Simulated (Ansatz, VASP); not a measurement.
## PbSe: VASP beside Ansatz

The input INCAR:

```
ALGO     = Normal         # electronic algorithm
EDIFF    = 1E-6           # SCF threshold, eV
ENCUT    = 520            # plane-wave cutoff, eV
GGA      = PE             # functional
ISIF     = 2              # what is computed and relaxed
ISMEAR   = 0              # smearing method
LASPH    = True           # aspherical terms in the spheres
LCHARG   = True           # write CHGCAR
LELF     = True           # ELF
LREAL    = False          # projectors in reciprocal space
LVHAR    = True         
LWAVE    = False          # write WAVECAR
NBANDS   = 17             # bands
NELM     = 60             # most SCF steps
PREC     = Accurate       # precision mode
SIGMA    = 0.016          # smearing width, eV
```

File KPOINTS:

```
k-points
0
Gamma
  7 7 7
```

The input POSCAR:

```
PbSe
1.0
    3.7843220000      0.0000000000      0.0000000000
    0.0000000000      3.7843220000      0.0000000000
    0.0000000000      0.0000000000      3.7843220000
Pb Se
1 1
Direct
    0.0000000000      0.0000000000      0.0000000000
    0.5000000000      0.5000000000      0.5000000000
```

Contents of input.yaml:

```yaml
crystal:
  lattice:
    - [3.784322, 0.0, 0.0]
    - [0.0, 3.784322, 0.0]
    - [0.0, 0.0, 3.784322]
  atoms:
    - { symbol: Pb, position: [0.0, 0.0, 0.0] }
    - { symbol: Se, position: [0.5, 0.5, 0.5] }
hamiltonian:
  xc: pbe
  pseudopotentials: { kind: paw }
kpoints:
  mp_grid: { grid: [7, 7, 7] }
scf:
  occupations: { method: gaussian, width: 0.016 }
output:
  forces: true
  stress: true
  eigenvalues: true
  write_density: true
  write_potential: true
  elf: true
  volumetric_format: npy
```

Alike in both runs: task single point; functional PBE; k mesh 7 × 7 × 7; occupations gaussian, width 0.016 eV; no spin polarisation.

|  | VASP | Ansatz |
| --- | --- | --- |
| version | VASP 6.6.1 | Ansatz 0.2.0 |
| potentials or method | VASP PAW PBE potentials, release 64 (Pb_d, Se) | Ansatz PAW |
| plane-wave cutoff (eV) | 520 | 420 |
| valence electrons in the cell | 20 | 30 |

```csv
,VASP,Ansatz,Ansatz less VASP
gap on the k mesh at the Fermi level (eV),none,none,-
pressure (GPa),-0.2,-0.2,+0.03
```

A gap of «none» marks a metal or a gap that the smearing closes. The functional is the same, so the differences come from potentials, cutoffs and numerics. VASP's potentials hold 20 valence electrons a cell and Ansatz's 30, so a difference there can come from the potentials and not from the codes.

Neither program's run includes spin-orbit coupling.
